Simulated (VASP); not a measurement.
# MgC2 (P4_2/mnm) in VASP: further runs

The runs below take MgC2 through single point, with PBE.

Program: VASP 6.6.1. These are calculated values, not measurements. Logs are shortened: lines on timing, memory, paths and dates and some standing lists are left out, and cuts for length are marked.

### 1 The cell of the first run

Symmetry: P4_2/mnm, No. 136, tetragonal system. The conventional cell has a = 3.842 Å, b = 3.842 Å, c = 4.850 Å, α = 90.00°, β = 90.00°, γ = 90.00°. Within 2.8 Å of Mg (site symmetry mmm) lie 10 C at 2.11 to 2.78 Å. C (site symmetry m2m) has 1 C at 1.22 Å within 1.6 Å.

### 2 Single point, PBE

Contents of INCAR:

```
PREC     = Accurate       # precision mode
ENCUT    = 750            # plane-wave cutoff, eV
EDIFF    = 1E-6           # SCF threshold, eV
ISMEAR   = 0              # smearing method
SIGMA    = 0.01           # smearing width, eV
LREAL    = False          # projectors in reciprocal space
LASPH    = True           # aspherical terms in the spheres
NELM     = 120            # most SCF steps
ALGO     = Normal         # electronic algorithm
ISIF     = 2              # what is computed and relaxed
LWAVE    = False          # write WAVECAR
LCHARG   = True           # write CHGCAR
GGA      = PE             # functional
LELF     = True           # ELF
LVHAR    = True         
NBANDS   = 27             # bands
GGA_COMPAT= False
```

Contents of KPOINTS:

```
regular mesh
0
Gamma
  4 4 4
```

Contents of POSCAR:

```
MgC2
1.0
    3.8424815651      0.0000000000      0.0000000000
    0.0000000000      3.8424815651      0.0000000000
    0.0000000000      0.0000000000      4.8503870368
Mg C
2 4
Direct
    0.5000000000      0.5000000000      0.0000000000
    0.0000000000      0.0000000000      0.5000000000
    0.8876550000      0.8876550000      0.0000000000
    0.6123450000      0.3876550000      0.5000000000
    0.1123450000      0.1123450000      0.0000000000
    0.3876550000      0.6123450000      0.5000000000
```

Potentials or basis: VASP PAW PBE potentials, release 64 (Mg_sv, C).

Launch:

```console
$ cat potpaw_PBE.64/Mg_sv/POTCAR potpaw_PBE.64/C/POTCAR > POTCAR
$ mpirun -np 1 vasp_std > vasp.out
```

OUTCAR:

```text
PREC = Accurate
   ENCUT = 750
   EDIFF = 1E-6
   ISMEAR = 0
   LREAL = False
   LASPH = True
   NELM = 120
   ISIF = 2
   GGA = PE

 ion  position               nearest neighbor table
   1  0.500  0.500  0.000-   3 2.11   5 2.11
   2  0.000  0.000  0.500-   4 2.11   6 2.11
   3  0.888  0.888  0.000-   5 1.22   1 2.11
   4  0.612  0.388  0.500-   6 1.22   2 2.11
   5  0.112  0.112  0.000-   3 1.22   1 2.11
   6  0.388  0.612  0.500-   4 1.22   2 2.11

  LATTYP: Found a simple tetragonal cell.
 ALAT       =     3.8424815651
 C/A-ratio  =     1.2623058705

  Lattice vectors:

 A1 = (   3.8424815651,   0.0000000000,   0.0000000000)
 A2 = (   0.0000000000,   3.8424815651,   0.0000000000)
 A3 = (   0.0000000000,   0.0000000000,   4.8503870368)

Analysis of symmetry for initial positions (statically):
=====================================================================
 Subroutine PRICEL returns:
 Original cell was already a primitive cell.

 Routine SETGRP: Setting up the symmetry group for a
 simple tetragonal supercell.

 Subroutine GETGRP returns: Found 16 space group operations
 (whereof  8 operations were pure point group operations)
 out of a pool of 16 trial point group operations.

The static configuration has the point symmetry D_2h.
 The point group associated with its full space group is D_4h.

Analysis of symmetry for dynamics (positions and initial velocities):
=====================================================================
 Subroutine PRICEL returns:
 Original cell was already a primitive cell.

 Routine SETGRP: Setting up the symmetry group for a
 simple tetragonal supercell.

 Subroutine GETGRP returns: Found 16 space group operations
 (whereof  8 operations were pure point group operations)
 out of a pool of 16 trial point group operations.

The dynamic configuration has the point symmetry D_2h.
 The point group associated with its full space group is D_4h.

 Subroutine INISYM returns: Found 16 space group operations
 (whereof  8 operations are pure point group operations),
 and found     1 'primitive' translations

----------------------------------------------------------------------------------------

                                     Primitive cell

  volume of cell :      71.6143

  direct lattice vectors                    reciprocal lattice vectors
     3.842481565  0.000000000  0.000000000     0.260248483  0.000000000  0.000000000
     0.000000000  3.842481565  0.000000000     0.000000000  0.260248483  0.000000000
     0.000000000  0.000000000  4.850387037     0.000000000  0.000000000  0.206169114

  length of vectors
     3.842481565  3.842481565  4.850387037     0.260248483  0.260248483  0.206169114

  position of ions in fractional coordinates (direct lattice)
     0.500000000  0.500000000  0.000000000
     0.000000000  0.000000000  0.500000000
     0.887655000  0.887655000  0.000000000
     0.612345000  0.387655000  0.500000000
     0.112345000  0.112345000  0.000000000
     0.387655000  0.612345000  0.500000000

  ion indices of the primitive-cell ions
   primitive index   ion index
                 1           1
                 2           2
                 3           3
                 4           4
                 5           5
                 6           6

----------------------------------------------------------------------------------------

 KPOINTS: regular mesh

Automatic generation of k-mesh.
 Grid dimensions read from file:
 generate k-points for:    4    4    4

 Generating k-lattice:

  Cartesian coordinates                     Fractional coordinates (reciprocal lattice)
     0.065062121  0.000000000  0.000000000     0.250000000  0.000000000  0.000000000
     0.000000000  0.065062121  0.000000000     0.000000000  0.250000000  0.000000000
     0.000000000  0.000000000  0.051542279     0.000000000  0.000000000  0.250000000

  Length of vectors
     0.065062121  0.065062121  0.051542279

  Shift w.r.t. Gamma in fractional coordinates (k-lattice)
     0.000000000  0.000000000  0.000000000

 Subroutine IBZKPT returns following result:
 ===========================================

 Found     18 irreducible k-points:

 Following reciprocal coordinates:
            Coordinates               Weight
  0.000000  0.000000  0.000000      1.000000
  0.250000  0.000000  0.000000      4.000000
  0.500000  0.000000  0.000000      2.000000
  0.250000  0.250000  0.000000      4.000000
  0.500000  0.250000  0.000000      4.000000
  0.500000  0.500000  0.000000      1.000000
[... 10 lines left out ...]
  0.500000  0.250000  0.500000      4.000000
  0.500000  0.500000  0.500000      1.000000
   k-points           NKPTS =     18   k-points in BZ     NKDIM =     18   number of bands    NBANDS=     27
   number of dos      NEDOS =    301   number of ions     NIONS =      6
   total plane-waves  NPLWV =  62208
   dimension x,y,z NGX =    36 NGY =   36 NGZ =   48
   dimension x,y,z NGXF=    72 NGYF=   72 NGZF=   96
[... 68 lines left out ...]

 k-point     1 :       0.0000    0.0000    0.0000
  band No.  band energies     occupation
      1     -71.7521      2.00000
      2     -71.7515      2.00000
      3     -38.5746      2.00000
      4     -38.5746      2.00000
      5     -38.5478      2.00000
      6     -38.5415      2.00000
[... 19 lines left out ...]
     26      13.0510      0.00000
     27      13.5569      0.00000

 k-point     2 :       0.2500    0.0000    0.0000
  band No.  band energies     occupation
      1     -71.7520      2.00000
      2     -71.7517      2.00000
      3     -38.5752      2.00000
      4     -38.5751      2.00000
      5     -38.5468      2.00000
      6     -38.5423      2.00000
[... 19 lines left out ...]
     26      12.1608      0.00000
     27      12.8430      0.00000

 k-point     3 :       0.5000    0.0000    0.0000
  band No.  band energies     occupation
      1     -71.7518      2.00000
      2     -71.7518      2.00000
      3     -38.5756      2.00000
      4     -38.5756      2.00000
      5     -38.5445      2.00000
      6     -38.5445      2.00000
[... 19 lines left out ...]
     26      12.1309      0.00000
     27      12.8738      0.00000

 k-point     4 :       0.2500    0.2500    0.0000
  band No.  band energies     occupation
      1     -71.7520      2.00000
      2     -71.7517      2.00000
      3     -38.5757      2.00000
      4     -38.5756      2.00000
      5     -38.5461      2.00000
      6     -38.5430      2.00000
[... 19 lines left out ...]
     26      12.8054      0.00000
     27      14.2908      0.00000

 k-point     5 :       0.5000    0.2500    0.0000
  band No.  band energies     occupation
      1     -71.7518      2.00000
      2     -71.7518      2.00000
      3     -38.5760      2.00000
      4     -38.5760      2.00000
      5     -38.5444      2.00000
      6     -38.5444      2.00000
[... 19 lines left out ...]
     26      12.9232      0.00000
     27      13.8026      0.00000

 k-point     6 :       0.5000    0.5000    0.0000
  band No.  band energies     occupation
      1     -71.7519      2.00000
      2     -71.7519      2.00000
      3     -38.5766      2.00000
      4     -38.5766      2.00000
      5     -38.5445      2.00000
      6     -38.5445      2.00000
[... 264 lines left out ...]
      1     -71.7519      2.00000
      2     -71.7519      2.00000
      3     -38.5758      2.00000
      4     -38.5758      2.00000
      5     -38.5447      2.00000
      6     -38.5447      2.00000
[... 19 lines left out ...]
     26      12.3541      0.00000
     27      13.9387      0.00000

 k-point    16 :       0.2500    0.2500    0.5000
  band No.  band energies     occupation
      1     -71.7519      2.00000
      2     -71.7519      2.00000
      3     -38.5758      2.00000
      4     -38.5756      2.00000
      5     -38.5447      2.00000
      6     -38.5445      2.00000
[... 19 lines left out ...]
     26      12.2418      0.00000
     27      13.9051      0.00000

 k-point    17 :       0.5000    0.2500    0.5000
  band No.  band energies     occupation
      1     -71.7518      2.00000
      2     -71.7518      2.00000
      3     -38.5760      2.00000
      4     -38.5760      2.00000
      5     -38.5446      2.00000
      6     -38.5446      2.00000
[... 19 lines left out ...]
     26      12.0266      0.00000
     27      13.9353      0.00000

 k-point    18 :       0.5000    0.5000    0.5000
  band No.  band energies     occupation
      1     -71.7517      2.00000
      2     -71.7517      2.00000
      3     -38.5764      2.00000
      4     -38.5764      2.00000
      5     -38.5445      2.00000
      6     -38.5445      2.00000
[... 19 lines left out ...]
     26      12.4666      0.00000
     27      12.5185      0.00000

------------------------ aborting loop because EDIFF is reached ----------------------------------------

  FORCE on cell =-STRESS in cart. coord.  units (eV):
  Direction    XX          YY          ZZ          XY          YZ          ZX
  --------------------------------------------------------------------------------------
  -------------------------------------------------------------------------------------
  Total        6.1116460      6.1116460      2.1946989      0.0000000      0.0000000      0.0000000
  in kB      136.7315679    136.7315679     49.1004577      0.0000000      0.0000000      0.0000000
  external PRESSURE =     107.5211978 kB  Pullay stress =       0.0000000 kB

 VOLUME and BASIS-vectors are now :
 -----------------------------------------------------------------------------
  energy-cutoff  :      750.00
  volume of cell :       71.61
      direct lattice vectors                 reciprocal lattice vectors
     3.842481565  0.000000000  0.000000000     0.260248483  0.000000000  0.000000000
     0.000000000  3.842481565  0.000000000     0.000000000  0.260248483  0.000000000
     0.000000000  0.000000000  4.850387037     0.000000000  0.000000000  0.206169114

 POSITION                                       TOTAL-FORCE (eV/Angst)
 -----------------------------------------------------------------------------------
      1.92124      1.92124      0.00000         0.000000      0.000000      0.000000
      0.00000      0.00000      2.42519         0.000000      0.000000      0.000000
      3.41080      3.41080      0.00000        -1.695580     -1.695580      0.000000
      2.35292      1.48956      2.42519         1.695580     -1.695580      0.000000
      0.43168      0.43168      0.00000         1.695580      1.695580     -0.000000
      1.48956      2.35292      2.42519        -1.695580      1.695580      0.000000
 -----------------------------------------------------------------------------------
    total drift:                                0.000000      0.000000      0.000000

  FREE ENERGIE OF THE ION-ELECTRON SYSTEM (eV)
  ---------------------------------------------------
  free  energy   TOTEN  =       -37.1973828408 eV

  energy  without entropy=      -37.1973828408  energy(sigma->0) =      -37.19738284
```

It took 44 s on 1 thread of Intel Xeon Platinum 8259CL at 2.50GHz (Skylake/Cascade Lake), shared host; peak memory 0.25 GiB.

Results:

| Property | Result |
| --- | --- |
| Free energy | -37.1974 eV |
| Pressure | 10.8 GPa |
| Largest force | 2.398 eV/Å |
| Band gap on the k mesh | 2.46 eV (least direct gap 2.91 eV) |

Forces on the atoms (eV/Å):
```
Mg   0.000  0.000  0.000
Mg   0.000  0.000  0.000
C   -1.696 -1.696  0.000
C    1.696 -1.696  0.000
C    1.696  1.696  0.000
C   -1.696  1.696  0.000
```

Levels at points of the mesh, in eV from the valence-band top:
| k point | band 16 | band 17 | band 18 | band 19 | band 20 | band 21 |
| --- | --- | --- | --- | --- | --- | --- |
| (0.00, 0.00, 0.00) | -0.55 | -0.45 | -0.45 | 2.46 | 5.37 | 5.76 |
| (0.50, 0.00, 0.00) | -1.75 | -0.36 | -0.36 | 5.57 | 5.57 | 5.66 |
| (0.50, 0.50, 0.00) | -1.88 | -0.99 | -0.99 | 3.90 | 3.90 | 7.10 |
| (0.00, 0.00, 0.50) | -0.90 | -0.39 | -0.39 | 3.61 | 3.61 | 5.99 |
| (0.50, 0.00, 0.50) | -1.40 | -0.85 | -0.85 | 4.19 | 4.19 | 6.73 |
| (0.50, 0.50, 0.50) | -2.82 | 0.00 | 0.00 | 5.41 | 5.41 | 8.24 |

Caveat: the cell stands under pressure; forces of over 1 eV/Å act on the atoms, so gaps and moduli don't describe the material at rest.

### 3 Single point, PBE

This run uses another cell than the first one, of 12.45 Å³/atom.

Contents of INCAR:

```
SYSTEM = MgC2
PREC     = Accurate       ! precision mode
ENCUT    = 750            ! plane-wave cutoff, eV
EDIFF    = 1E-6           ! SCF threshold, eV
ISMEAR   = 0              ! smearing method
SIGMA    = 0.01           ! smearing width, eV
LREAL    = .FALSE.        ! projectors in reciprocal space
LASPH    = .TRUE.         ! aspherical terms in the spheres
NELM     = 120            ! most SCF steps
ALGO     = Normal         ! electronic algorithm
ISIF     = 2              ! what is computed and relaxed
LWAVE    = .FALSE.        ! write WAVECAR
LCHARG   = .FALSE.        ! write CHGCAR
GGA      = PE             ! functional
NBANDS   = 27             ! bands
GGA_COMPAT= .FALSE.
```

Contents of KPOINTS:

```
Automatic mesh
0
G
  4 4 4
  0 0 0
```

Edit POSCAR of step 2 so:

```diff
@@ -2,5 +2,5 @@
 1.0
-    3.8424815651      0.0000000000      0.0000000000
-    0.0000000000      3.8424815651      0.0000000000
-    0.0000000000      0.0000000000      4.8503870368
+    3.8973815762      0.0000000000      0.0000000000
+    0.0000000000      3.8973815762      0.0000000000
+    0.0000000000      0.0000000000      4.9196876430
 Mg C
```

Potentials or basis: VASP PAW PBE potentials, release 64 (Mg_sv, C).

Launch:

```console
$ cat potpaw_PBE.64/Mg_sv/POTCAR potpaw_PBE.64/C/POTCAR > POTCAR
$ mpirun -np 1 vasp_std > vasp.out
```

Run time: 42 s. Hardware: 1 thread of AMD EPYC 9R45 (Zen 5), shared host; peak memory 0.21 GiB.

The run converged. Its results:

```yaml
Free_energy: -37.3551 eV
Pressure: 4.6 GPa
Largest_force: 1.111 eV/Å
Band_gap_on_the_k_mesh: 2.53 eV (least direct gap 2.94 eV)
```

Forces on the atoms (eV/Å):
```
Mg   0.000  0.000  0.000
Mg   0.000  0.000  0.000
C   -0.786 -0.786  0.000
C    0.786 -0.786  0.000
C    0.786  0.786  0.000
C   -0.786  0.786  0.000
```

Stress tensor (GPa, compression positive):
```
5.83 0.00 0.00
0.00 5.83 0.00
0.00 0.00 1.99
```

Levels at points of the mesh, in eV from the valence-band top:
| k point | band 15 | band 16 | band 17 | band 18 | band 19 | band 20 | band 21 | band 22 |
| --- | --- | --- | --- | --- | --- | --- | --- | --- |
| (0.00, 0.00, 0.00) | -1.37 | -0.49 | -0.41 | -0.41 | 2.53 | 5.30 | 5.67 | 5.67 |
| (0.50, 0.00, 0.00) | -1.71 | -1.71 | -0.33 | -0.33 | 5.46 | 5.46 | 5.56 | 5.56 |
| (0.50, 0.50, 0.00) | -1.77 | -1.77 | -0.99 | -0.99 | 3.91 | 3.91 | 6.84 | 6.84 |
| (0.00, 0.00, 0.50) | -0.81 | -0.81 | -0.36 | -0.36 | 3.63 | 3.63 | 5.85 | 5.85 |
| (0.50, 0.00, 0.50) | -1.34 | -1.34 | -0.76 | -0.76 | 4.11 | 4.11 | 6.58 | 6.58 |
| (0.50, 0.50, 0.50) | -2.70 | -2.70 | 0.00 | 0.00 | 5.31 | 5.31 | 7.97 | 7.97 |

Caveat: the cell stands under pressure; forces of over 1 eV/Å act on the atoms, so gaps and moduli don't describe the material at rest. A k mesh can miss the band edges.

### 4 Single point, PBE

This run uses another cell than the first one, of 12.97 Å³/atom.

Contents of INCAR:

```
PREC = Accurate
ENCUT = 750
EDIFF = 1E-6
ISMEAR = 0
SIGMA = 0.01
LREAL = False
LASPH = True
NELM = 120
ALGO = Normal
ISIF = 2
LWAVE = False
LCHARG = True
GGA = PE
LELF = True
LVHAR = True
NBANDS = 27
GGA_COMPAT = False
```

Contents of KPOINTS:

```
regular mesh
0
Gamma
  4 4 4
```

Edit POSCAR of step 3 so:

```diff
@@ -2,5 +2,5 @@
 1.0
-    3.8973815762      0.0000000000      0.0000000000
-    0.0000000000      3.8973815762      0.0000000000
-    0.0000000000      0.0000000000      4.9196876430
+    3.9507770000      0.0000000000      0.0000000000
+    0.0000000000      3.9507770000      0.0000000000
+    0.0000000000      0.0000000000      4.9870890000
 Mg C
```

Launch:

```console
$ cat potpaw_PBE.64/Mg_sv/POTCAR potpaw_PBE.64/C/POTCAR > POTCAR
$ mpirun -np 1 vasp_std > vasp.out
```

Wall time 55 s (1 thread of Intel Xeon Platinum 8488C (Sapphire Rapids), shared host); peak memory 0.25 GiB.

Results (log left out):

| Property | Result |
| --- | --- |
| Free energy | -37.4028 eV |
| Pressure | -0.6 GPa |
| Largest force | 0.024 eV/Å |
| Band gap on the k mesh | 2.58 eV (least direct gap 2.96 eV) |

Forces on the atoms (eV/Å):
```
Mg   0.000  0.000  0.000
Mg   0.000  0.000  0.000
C    0.017  0.017  0.000
C   -0.017  0.017  0.000
C   -0.017 -0.017  0.000
C    0.017 -0.017  0.000
```

Stress tensor (GPa, compression positive):
```
-0.65  0.00  0.00
 0.00 -0.65  0.00
 0.00  0.00 -0.43
```

Levels at points of the mesh, in eV from the valence-band top:
```
           k point  band 16  band 17  band 18  band 19  band 20  band 21
(0.00, 0.00, 0.00)    -0.44    -0.38    -0.38     2.58     5.23     5.58
(0.50, 0.00, 0.00)    -1.67    -0.31    -0.31     5.35     5.35     5.46
(0.50, 0.50, 0.00)    -1.67    -0.98    -0.98     3.92     3.92     6.59
(0.00, 0.00, 0.50)    -0.73    -0.33    -0.33     3.64     3.64     5.73
(0.50, 0.00, 0.50)    -1.29    -0.69    -0.69     4.04     4.04     6.44
(0.50, 0.50, 0.50)    -2.60     0.00     0.00     5.21     5.21     7.71
```

### 5 Summary

```csv
cell,gap on the mesh (eV),pressure (GPa),largest force (eV/Å)
"a = 3.842, b = 3.842, c = 4.850 Å, 6 atoms",2.46,10.8,2.40
"a = 3.897, b = 3.897, c = 4.920 Å, 6 atoms",2.53,4.6,1.11
"a = 3.951, b = 3.951, c = 4.987 Å, 6 atoms",2.58,-0.6,0.02
```

Alike in all rows: task single point; level PBE; potentials or basis VASP PAW PBE potentials, release 64 (Mg_sv, C); no spin polarisation; k mesh 4 × 4 × 4; cutoff (eV) 750; smearing gaussian 0.01 eV.

Caveats: the cell stands under pressure (at least some runs); forces of over 1 eV/Å act on the atoms, so gaps and moduli don't describe the material at rest (at least some runs).

Total energies depend on the potentials used, so only differences within one code and one set of settings carry meaning.
